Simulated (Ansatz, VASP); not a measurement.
# Ca2Si: VASP beside Ansatz

```
Ca Si
1.0
     0.00000    3.62429    3.25661
     3.62429    0.00000    3.25661
     3.62429    3.62429    0.00000
Ca Si
2 1
Direct
  0.72673 0.72673 0.77327
  0.27327 0.27327 0.22673
  0.00000 0.00000 0.00000
```

Change from the starting cell: mode 6 frozen in at -0.163 Å, strain +e along z and -e/2 along x and y -0.0700.

Alike in both runs: task single point; functional LDA; k mesh 8 × 8 × 8; occupations gaussian, width 0.05 eV; no spin polarisation.

```csv
,VASP,Ansatz
version,VASP 6.6.1,Ansatz 0.2.0
potentials or method,"VASP PAW LDA potentials, release 64 (Ca_sv, Si), cutoff 520 eV","scalar-relativistic, plane waves, PAW"
valence electrons in the cell,24,24
```

VASP gave:

| Item | Value |
| --- | --- |
| gap on the k mesh at the Fermi level (eV) | 0.08 |
| least direct gap on the mesh (eV) | 0.08 |
| pressure (GPa) | 0.4 |
| traceless stress, the component that is largest in VASP (GPa) | 5.32 |
| rms of the force components (eV/Å) | 0.586 |

Question: Estimate Ansatz's values.

Answer: gap on the k mesh at the Fermi level (eV): 0.09; least direct gap on the mesh (eV): 0.09; pressure (GPa): 0.2; traceless stress, the component that is largest in VASP (GPa): 5.33; rms of the force components (eV/Å): 0.583.

LDA's correlation is that of Perdew and Zunger in VASP and of Perdew and Wang (1992) in Ansatz. Atom by atom the forces differ by 0.003 eV/Å (rms over components).
